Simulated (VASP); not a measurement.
Al2Cu: single point with PBEsol

Al2Cu:

```xyz
3
Lattice="4.2272 0.0000 0.0000 0.0000 4.2272 0.0000 0.0000 0.0000 2.6467" Properties=species:S:1:pos:R:3 pbc="T T T"
Al    2.1346    0.0000    1.3233
Al   -0.3071    2.1136    1.3233
Cu    0.1215    0.0000    0.0000
```

This cell differs from its parent crystal: mode 4 frozen in at -0.297 Å, strain +e along z and -e/2 along x and y -0.0700.

```
Program             : VASP 6.6.1
Task                : single point
Functional          : PBEsol
Potentials or basis : VASP PAW PBE potentials, release 64 (Al, Cu)
Cutoff              : 520 eV
k mesh              : 10 × 10 × 14
Occupations         : gaussian, width 0.15 eV
Spin                : no spin polarisation
```

```json
{
  "Pressure": "2.8 GPa",
  "Largest force": "0.604 eV/Å"
}
```

Forces in eV/Å, atoms in the order of the input:
```
Al   0.155  0.000  0.000
Al   0.449  0.000  0.000
Cu  -0.604  0.000  0.000
```

Stress tensor (GPa, compression positive):
```
 1.76  0.00  0.00
 0.00 -1.86  0.00
 0.00  0.00  8.65
```

Levels at points of the mesh, in eV from the Fermi level:
```
           k point  band 5  band 6  band 7  band 8  band 9  band 10  band 11  band 12  band 13  band 14
(0.00, 0.00, 0.00)   -3.89   -3.81   -2.88   -2.84   -0.78     0.17     4.94     5.49     6.57     7.16
(0.50, 0.00, 0.00)   -4.56   -3.90   -3.81   -1.56    0.53     0.97     1.53     7.33     9.09    10.46
(0.00, 0.50, 0.00)   -4.47   -3.89   -3.83   -1.78    0.25     1.05     1.97     7.43     8.55    10.41
(0.50, 0.50, 0.00)   -4.54   -4.43   -3.90   -3.82   -2.65     7.95     7.98     8.69     8.82     9.44
(0.00, 0.00, 0.50)   -4.75   -4.09   -2.54    1.62    2.57     2.73     2.89     3.04     3.93     4.28
(0.50, 0.00, 0.50)   -4.17   -4.14   -3.15   -1.79   -1.15     3.46     3.98     5.16     5.21     5.53
(0.00, 0.50, 0.50)   -4.22   -4.11   -2.86   -1.91   -1.14     3.63     4.37     4.51     5.46     5.81
(0.50, 0.50, 0.50)   -3.94   -2.87   -2.44   -2.16   -0.52    -0.04     0.44     1.08     2.39    11.26
```

It took 69 s on 1 thread of Intel(R) Xeon(R) 6975P-C (Granite Rapids), with other jobs on the host, peak memory 0.32 GiB.

Caveat: the cell differs from its parent crystal (mode 4 frozen in at -0.297 Å, strain +e along z and -e/2 along x and y -0.0700); the PAW data sets were made with another functional, which shifts forces and pressure a little.
